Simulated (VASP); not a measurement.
Crystal: Na.

```xyz
1
Lattice="-2.0986 2.0986 2.0986 2.0986 -2.0986 2.0986 2.0986 2.0986 -2.0986" Properties=species:S:1:pos:R:3 pbc="T T T"
Na    0.0000    0.0000    0.0000
```

Base run:

```yaml
Program: VASP 6.6.1
Functional: PBE
Potentials_or_basis: VASP PAW PBE potentials, release 64 (Na_pv)
Cutoff: 520 eV
k_mesh: 11 × 11 × 11
Occupations: methfessel-paxton, width 0.2 eV
Spin: no spin polarisation
```

Its results: pressure 0.0 GPa.

Q: The run is repeated on the same cell with these changes: occupations from methfessel-paxton, width 0.2 eV to fermi-dirac, width 0.6 eV. What comes out?

A: Pressure 0.6 GPa.
